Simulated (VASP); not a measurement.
Write the native input for VASP 6.6.1 that does the following.

```yaml
Task: single point
Functional: LDA
Potentials_or_basis: VASP PAW LDA potentials, release 64 (Bi_d)
Cutoff: 520 eV
k_mesh: 18 × 18 × 18
Occupations: gaussian, width 0.15 eV
Spin: no spin polarisation
Dipole_correction: no
Further_INCAR_settings: ALGO = Fast; EDIFF = 1e-06; NBANDS = 14
```

The structure of Bi lies in POSCAR:

```
Bi
1.0
   -1.9517090738      1.9517090738      1.9219876158
    1.9517090738     -1.9517090738      1.9219876158
    1.9517090738      1.9517090738     -1.9219876158
Bi
1
Direct
    0.0000000000      0.0000000000      0.0000000000
```

This cell differs from its parent crystal: strain -0.015 along x and y, -0.030 along z.

These files were run (other wordings do the same):

INCAR

```
ALGO     = Fast           # electronic algorithm
EDIFF    = 1E-6           # SCF threshold, eV
ENCUT    = 520            # plane-wave cutoff, eV
ISIF     = 2              # what is computed and relaxed
ISMEAR   = 0              # smearing method
LASPH    = True           # aspherical terms in the spheres
LCHARG   = False          # write CHGCAR
LREAL    = False          # projectors in reciprocal space
LWAVE    = False          # write WAVECAR
NBANDS   = 14             # bands
NELM     = 80             # most SCF steps
PREC     = Accurate       # precision mode
SIGMA    = 0.15           # smearing width, eV
```

KPOINTS

```
k-points
0
Gamma
  18 18 18
```

Potentials or basis: VASP PAW LDA potentials, release 64 (Bi_d).

Command:

```sh
$ cat potpaw_LDA.64/Bi_d/POTCAR > POTCAR
$ mpirun -np 1 vasp_std > vasp.out
```

It gave:

- Pressure: 0.2 GPa
- Band gap on the k mesh: zero (an odd number of electrons rules out a gap without spin polarisation)

Caveat: the cell differs from its parent crystal (strain -0.015 along x and y, -0.030 along z); spin-orbit coupling is left out, which moves the levels of the heavy elements.

Wall time 83 s on 1 thread of Intel(R) Xeon(R) 6975P-C (Granite Rapids) (shared host), peak memory 0.28 GiB.
